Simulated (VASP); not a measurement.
Runs of VASP 6.6.1 on Ga2Pt. The structure is that of space group Fm-3m (No. 225), or close to it. The cells are those of the table. 

```tsv
task	cell	cutoff (eV)	gap on the mesh (eV)	pressure (GPa)
relaxation of cell and atoms	relaxed to 10 GPa from a = 4.180 Å, angles 60.0°, 3 atoms	600	none	9.9
relaxation of cell and atoms	relaxed to 2 GPa from a = 4.180 Å, angles 60.0°, 3 atoms	600	none	2.0
relaxation of cell and atoms	relaxed to -2 GPa from a = 4.180 Å, angles 60.0°, 3 atoms	600	none	-2.1
single point	a = 4.169 Å, angles 60.0°, 3 atoms	520	none	(b)
single point	a = 4.129 Å, angles 60.0°, 3 atoms	520	none	(a)
single point	a = 4.104 Å, angles 60.0°, 3 atoms	520	none	5.7
single point	a = 4.148 Å, angles 60.0°, 3 atoms	520	none	0.6
relaxation of cell and atoms	relaxed to 5 GPa from a = 4.180 Å, angles 60.0°, 3 atoms	600	none	5.1
single point	a = 4.066 Å, angles 60.0°, 3 atoms	520	none	10.8
relaxation of cell and atoms	relaxed from a = 4.180 Å, angles 60.0°, 3 atoms	600	none	0.0
```

Alike in all rows: level LDA; potentials or basis VASP PAW LDA potentials, release 64 (Ga_d, Pt); no spin polarisation; k mesh 9 × 9 × 9; smearing gaussian 0.05 eV.

Problem. Fill in the values left out.

Solution. (a) 2.6; (b) -1.4.

Caveats: spin-orbit coupling is left out, which moves the levels of the heavy elements; the cell is relaxed towards a set pressure, so the run minimises the enthalpy, not the energy (at least some runs); the cell stands under pressure (at least some runs).

A k mesh can miss the band edges, and the runs leave out spin-orbit coupling on Ga, Pt.

A gap of «none» marks levels without a gap at the run's occupations.
